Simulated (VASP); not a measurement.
PtS2, 3 atoms in the cell. Symmetry: P3m1, No. 156, trigonal system. Conventional cell: a = 3.543 Å, b = 3.543 Å, c = 5.039 Å, α = 90.00°, β = 90.00°, γ = 120.00°. Within 3.0 Å of Pt (site symmetry 3m) lie 6 S at 2.26 to 2.40 Å. Within 3.1 Å of S (site symmetry 3m) lie 3 Pt at 2.26 Å and 3 S at 3.02 Å. Within 3.2 Å of S (site symmetry 3m) lie 3 Pt at 2.40 Å and 3 S at 3.02 Å.  This cell differs from its parent crystal: atom 2 (S) moved by (+0.000, -0.300) A along [1 1 0] and z.

* Program: VASP 6.6.1
* Task: single point
* Functional: PBEsol
* Potentials or basis: VASP PAW PBE potentials, release 64 (Pt, S)
* Cutoff: 520 eV
* k mesh: 12 × 12 × 8
* Occupations: gaussian, width 0.05 eV
* Spin: no spin polarisation
* Dipole correction: no
* Further INCAR settings: ALGO = Normal; EDIFF = 1e-06; NBANDS = 18

Potentials or basis: VASP PAW PBE potentials, release 64 (Pt, S).

Run with:

```console
$ cat potpaw_PBE.64/Pt/POTCAR potpaw_PBE.64/S/POTCAR > POTCAR
$ mpirun -np 1 vasp_std > vasp.out
```

Hardware: 1 thread of Intel(R) Xeon(R) 6975P-C (Granite Rapids) (shared host).

How long does it take, and how much memory?

Run time: 45 s on 1 thread of Intel(R) Xeon(R) 6975P-C (Granite Rapids), with other jobs on the host, peak memory 0.26 GiB. Counts: scf iterations 13, k points 131.
